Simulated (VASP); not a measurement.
Ti3Al:

```
Ti Al
1.0
     0.00000    3.23178    3.23178
     3.23178    0.00000    3.23178
     3.23178    3.23178    0.00000
Ti Al
3 1
Cartesian
  4.8477 4.8477 4.8477
  1.6159 1.6159 1.6159
  0.0000 0.0000 0.0000
  3.2318 3.2318 3.2318
```

- Program: VASP 6.6.1
- Task: relaxation of cell and atoms
- Functional: PBEsol
- Potentials or basis: VASP PAW PBE potentials, release 64 (Ti_sv, Al)
- Cutoff: 600 eV
- k mesh: 12 × 12 × 12
- Occupations: gaussian, width 0.1 eV
- Spin: no spin polarisation

At the start: pressure -4.9 GPa; volume 16.88 Å³/atom.

**Question.** Where does the relaxation end?

**Answer.** Over 3 steps the energy falls by 11.6 meV/atom and the volume is 16.14 Å³/atom (-4.4 %); space group Fm-3m (No. 225, to 0.1 Å) before and after.

The path:
| step | energy change (eV) | largest force (eV/Å) | pressure (GPa) | volume (Å³) |
| --- | --- | --- | --- | --- |
| 1 | 0.0000 | 0.0000 | -4.89 | 67.51 |
| 2 | -0.0232 | 0.0000 | 3.91 | 62.59 |
| 3 | -0.0466 | 0.0000 | -0.01 | 64.57 |

Final structure:
```
CELL_PARAMETERS angstrom
0.00000 3.18421 3.18421
3.18421 0.00000 3.18421
3.18421 3.18421 0.00000
ATOMIC_POSITIONS crystal
Ti 0.75000 0.75000 0.75000
Ti 0.25000 0.25000 0.25000
Ti 0.00000 0.00000 0.00000
Al 0.50000 0.50000 0.50000
```

Caveat: the PAW data sets were made with another functional, which shifts forces and pressure a little.
